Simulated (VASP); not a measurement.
# MoAu (P2_13) in VASP: relaxation of the atoms with PBE

Aim: the relaxation of the atoms of MoAu with PBE.

All numbers are computed with VASP 6.6.1; they aren't measurements. Logs are shortened: lines on timing, memory, paths and dates and some standing lists are left out, and cuts for length are marked.

### 1 The cell of the first run

The structure is cubic, space group P2_13 (No. 198). The conventional cell has a = 5.023 Å, b = 5.023 Å, c = 5.023 Å, α = 90.00°, β = 90.00°, γ = 90.00°. Au (site symmetry 3) has 7 Mo at 2.66 to 2.72 Å and 6 Au at 3.10 Å within 3.5 Å. Mo (site symmetry 3) has 7 Au at 2.66 to 2.72 Å and 6 Mo at 3.11 Å within 3.5 Å.

### 2 Relaxation of the atoms, PBE

Contents of INCAR:

```
ALGO     = Normal         # electronic algorithm
EDIFF    = 1E-6           # SCF threshold, eV
EDIFFG   = -0.03          # ionic threshold
ENCUT    = 520            # plane-wave cutoff, eV
GGA      = PE             # functional
IBRION   = 2              # ionic algorithm
ISIF     = 2              # what is computed and relaxed
ISMEAR   = -1             # smearing method
KPAR     = 2            
LASPH    = T              # aspherical terms in the spheres
LCHARG   = F              # write CHGCAR
LREAL    = F              # projectors in reciprocal space
LWAVE    = F              # write WAVECAR
NELM     = 100            # most SCF steps
NSW      = 80             # ionic steps
PREC     = Accurate       # precision mode
SIGMA    = 0.1            # smearing width, eV
```

Contents of KPOINTS:

```
k-points
0
Gamma
  7 7 7
```

Contents of POSCAR:

```
MoAu
1.0
    5.0234560000      0.0000000000      0.0000000000
    0.0000000000      5.0234560000      0.0000000000
    0.0000000000      0.0000000000      5.0234560000
Au Mo
4 4
Direct
    0.1500000000      0.1500000000      0.1500000000
    0.3500000000      0.8500000000      0.6500000000
    0.6500000000      0.3500000000      0.8500000000
    0.8500000000      0.6500000000      0.3500000000
    0.8440000000      0.8440000000      0.8440000000
    0.6560000000      0.1560000000      0.3440000000
    0.3440000000      0.6560000000      0.1560000000
    0.1560000000      0.3440000000      0.6560000000
```

Potentials or basis: VASP PAW PBE potentials, release 64 (Au, Mo_sv).

Command:

```console
$ cat potpaw_PBE.64/Au/POTCAR potpaw_PBE.64/Mo_sv/POTCAR > POTCAR
$ mpirun -np 2 vasp_std > vasp.out
```

OUTCAR:

```text
EDIFF = 1E-6
   EDIFFG = -0.03
   ENCUT = 520
   GGA = PE
   IBRION = 2
   ISIF = 2
   ISMEAR = -1
   LASPH = T
   LREAL = F
   NELM = 100
   NSW = 80
   PREC = Accurate

 ion  position               nearest neighbor table
   1  0.150  0.150  0.150-   5 2.66   6 2.67   7 2.67   8 2.67   6 2.72   7 2.72   8 2.72   3 3.10
                             4 3.10   2 3.10   2 3.10   4 3.10   3 3.10
   2  0.350  0.850  0.650-   6 2.66   5 2.67   7 2.67   8 2.67   5 2.72   8 2.72   7 2.72   1 3.10
                             1 3.10   3 3.10   3 3.10   4 3.10   4 3.10
   3  0.650  0.350  0.850-   7 2.66   8 2.67   5 2.67   6 2.67   8 2.72   6 2.72   5 2.72   1 3.10
                             4 3.10   2 3.10   2 3.10   4 3.10   1 3.10
   4  0.850  0.650  0.350-   8 2.66   7 2.67   5 2.67   6 2.67   7 2.72   5 2.72   6 2.72   1 3.10
                             3 3.10   2 3.10   1 3.10   2 3.10   3 3.10
   5  0.844  0.844  0.844-   1 2.66   2 2.67   3 2.67   4 2.67   2 2.72   3 2.72   4 2.72   6 3.11
                             7 3.11   8 3.11   6 3.11   8 3.11   7 3.11
   6  0.656  0.156  0.344-   2 2.66   1 2.67   3 2.67   4 2.67   1 2.72   4 2.72   3 2.72   8 3.11
                             5 3.11   5 3.11   7 3.11   7 3.11   8 3.11
   7  0.344  0.656  0.156-   3 2.66   4 2.67   1 2.67   2 2.67   4 2.72   2 2.72   1 2.72   8 3.11
                             5 3.11   8 3.11   6 3.11   6 3.11   5 3.11
   8  0.156  0.344  0.656-   4 2.66   3 2.67   1 2.67   2 2.67   3 2.72   1 2.72   2 2.72   7 3.11
                             5 3.11   7 3.11   5 3.11   6 3.11   6 3.11

  LATTYP: Found a simple cubic cell.
 ALAT       =     5.0234560000

  Lattice vectors:

 A1 = (   5.0234560000,   0.0000000000,   0.0000000000)
 A2 = (   0.0000000000,   5.0234560000,   0.0000000000)
 A3 = (   0.0000000000,   0.0000000000,   5.0234560000)

Analysis of symmetry for initial positions (statically):
=====================================================================
 Subroutine PRICEL returns:
 Original cell was already a primitive cell.

 Routine SETGRP: Setting up the symmetry group for a
 simple cubic supercell.

 Subroutine GETGRP returns: Found 12 space group operations
 (whereof  3 operations were pure point group operations)
 out of a pool of 48 trial point group operations.

The static configuration has the point symmetry C_3 .
 The point group associated with its full space group is T   .

Analysis of symmetry for dynamics (positions and initial velocities):
=====================================================================
 Subroutine PRICEL returns:
 Original cell was already a primitive cell.

 Routine SETGRP: Setting up the symmetry group for a
 simple cubic supercell.

 Subroutine GETGRP returns: Found 12 space group operations
 (whereof  3 operations were pure point group operations)
 out of a pool of 48 trial point group operations.

[... 107 lines left out ...]
   LNONCOLLINEAR =      F non collinear calculations
   LSORBIT =      F    spin-orbit coupling
   LASPH  =      T    aspherical Exc in radial PAW
   ENCUT  =  520.0 eV  38.22 Ry    6.18 a.u.   9.34  9.34  9.34*2*pi/ulx,y,z
   NELM   =    100;   NELMIN=  2; NELMDL= -5     # of ELM steps
   EDIFF  = 0.1E-05   stopping-criterion for ELM
   LREAL  =      F    real-space projection
   EDIFFG = -.3E-01   stopping-criterion for IOM
   NSW    =     80    number of steps for IOM
   IBRION =      2    ionic relax: 0-MD 1-quasi-New 2-CG
   NFREE  =      1    steps in history (QN), initial steepest desc. (CG)
   ISIF   =      2    stress and relaxation
   ISYM   =      2    0-nonsym 1-usesym 2-fastsym
   POTIM  = 0.5000    time-step for ionic-motion
   TEBEG  =    0.0;   TEEND  =   0.0 temperature during run
   PSTRESS=    0.0 pullay stress
   NELECT =     100.0000    total number of electrons
   NUPDOWN=      -1.0000    fix difference up-down
   EMIN   =  10.00;   EMAX   =-10.00  energy-range for DOS
   EFERMI =   0.00;   METHOD = LEGACY
   ISMEAR =    -1;   SIGMA  =   0.10  broadening in eV -4-tet -1-fermi 0-gaus
   EFERMI_NEDOS =   21; number of points for ismear=-14 and -15
   IALGO  =     38    algorithm
   IMIX   =      4    mixing-type and parameters
     AMIX     =   0.40;   BMIX     =  1.00
     AMIX_MAG =   1.60;   BMIX_MAG =  1.00
  volume/ion in A,a.u.               =      15.85       106.93
  Fermi-wavevector in a.u.,A,eV,Ry     =   1.512652  2.858497 31.131690  2.288115
  Thomas-Fermi vector in A             =   2.622547
   LORBIT       =      0    0 simple, 1 ext, 2 COOP (PROOUT), +10 PAW based schemes
   GGA     = PE    functional components
   LHFCALC =     F    Hartree Fock is set to
   AEXX    =    0.0000 exact exchange contribution
   IVDW    =     0    specifies the selected vdW correction
   LEPSILON=     F    determine dielectric tensor
   LRPA    =     F    only Hartree local field effects (RPA)
 conjugate gradient relaxation of ions
 non-spin polarized calculation
  energy-cutoff  :      520.00
  volume of cell :      126.77
 maximum number of plane-waves:      3447
 NGX is ok and might be reduce to    40
   NGX = 19   NGY = 19   NGZ = 19

--------------------------------------- Ionic step        1  -------------------------------------------

 number of electron     100.0000013 magnetization

 Free energy of the ion-electron system (eV)
  ---------------------------------------------------
  ext. energy  EPLUGINS =         0.00000000
  ---------------------------------------------------
  free energy    TOTEN  =       -52.08778856 eV

  energy without entropy =      -51.89882178  energy(sigma->0) =      -51.99330517

------------------------ aborting loop because EDIFF is reached ----------------------------------------

  FORCE on cell =-STRESS in cart. coord.  units (eV):
  Direction    XX          YY          ZZ          XY          YZ          ZX
  --------------------------------------------------------------------------------------
  -------------------------------------------------------------------------------------
  Total       13.8522644     13.8522644     13.8522644     -0.0000000     -0.0000000     -0.0000000
  in kB      175.0747633    175.0747633    175.0747633     -0.0000000     -0.0000000     -0.0000000
  external PRESSURE =     175.0747633 kB  Pullay stress =       0.0000000 kB
[... 71 lines left out ...]
--------------------------------------- Ionic step        3  -------------------------------------------

 number of electron     100.0000013 magnetization

 Free energy of the ion-electron system (eV)
  ---------------------------------------------------
  ext. energy  EPLUGINS =         0.00000000
  ---------------------------------------------------
  free energy    TOTEN  =       -52.15056046 eV

  energy without entropy =      -51.95998025  energy(sigma->0) =      -52.05527035

 E-fermi :  11.7334     XC(G=0): -13.2319

 val. band max:       11.7182633039   @ k =   0.4286   0.2857   0.2857
 cond. band min:      11.7339156428   @ k =   0.2857   0.1429   0.1429
 fundamental gap:      0.0156523389
 Fermi energy:        11.7333747950

 k-point     1 :       0.0000    0.0000    0.0000
  band No.  band energies     occupation
      1     -49.3331      2.00000
      2     -49.2831      2.00000
      3     -49.2831      2.00000
      4     -49.2831      2.00000
      5     -23.5320      2.00000
      6     -23.5320      2.00000
[... 1536 lines left out ...]
  FREE ENERGIE OF THE ION-ELECTRON SYSTEM (eV)
  ---------------------------------------------------
  free  energy   TOTEN  =       -52.1505604626 eV

  energy  without entropy=      -51.9599802462  energy(sigma->0) =      -52.05527035

 reached required accuracy - stopping structural energy minimisation
```

Run time: 3.1 min. Hardware: 2 MPI ranks of Intel Xeon Platinum 8259CL at 2.50GHz (Skylake/Cascade Lake), shared host; peak memory 0.32 GiB.

Results:

```yaml
Free_energy: -52.1506 eV
Energy_gained_by_relaxing: 7.8 meV/atom
Ionic_steps: 3
Pressure_after_relaxing: 17.4 GPa
Largest_force_after_relaxing: 0.022 eV/Å
Band_gap_on_the_k_mesh: zero (bands 50 and 51 overlap by 0.51 eV)
```

Forces in eV/Å, atoms in the order of the input:
```
Au   0.013  0.013  0.013
Au  -0.013 -0.013  0.013
Au   0.013 -0.013 -0.013
Au  -0.013  0.013 -0.013
Mo  -0.008 -0.008 -0.008
Mo   0.008  0.008 -0.008
Mo  -0.008  0.008  0.008
Mo   0.008 -0.008  0.008
```

The path:
```tsv
step	energy change (eV)	largest force (eV/Å)	pressure (GPa)
1	0.0000	0.6637	17.51
2	-0.0626	0.0404	17.37
3	-0.0628	0.0219	17.37
```

Final structure:
```cif
data_structure
_symmetry_space_group_name_H-M 'P 1'
_symmetry_Int_Tables_number 1
_cell_length_a 5.0235
_cell_length_b 5.0235
_cell_length_c 5.0235
_cell_angle_alpha 90.000
_cell_angle_beta 90.000
_cell_angle_gamma 90.000
_cell_volume 126.77
loop_
_atom_site_label
_atom_site_type_symbol
_atom_site_fract_x
_atom_site_fract_y
_atom_site_fract_z
_atom_site_occupancy
Au1 Au 0.15249 0.15249 0.15249 1
Au2 Au 0.34751 0.84751 0.65249 1
Au3 Au 0.65249 0.34751 0.84751 1
Au4 Au 0.84751 0.65249 0.34751 1
Mo1 Mo 0.84786 0.84786 0.84786 1
Mo2 Mo 0.65214 0.15214 0.34786 1
Mo3 Mo 0.34786 0.65214 0.15214 1
Mo4 Mo 0.15214 0.34786 0.65214 1
```

Caveat: spin-orbit coupling is left out, which moves the levels of the heavy elements.
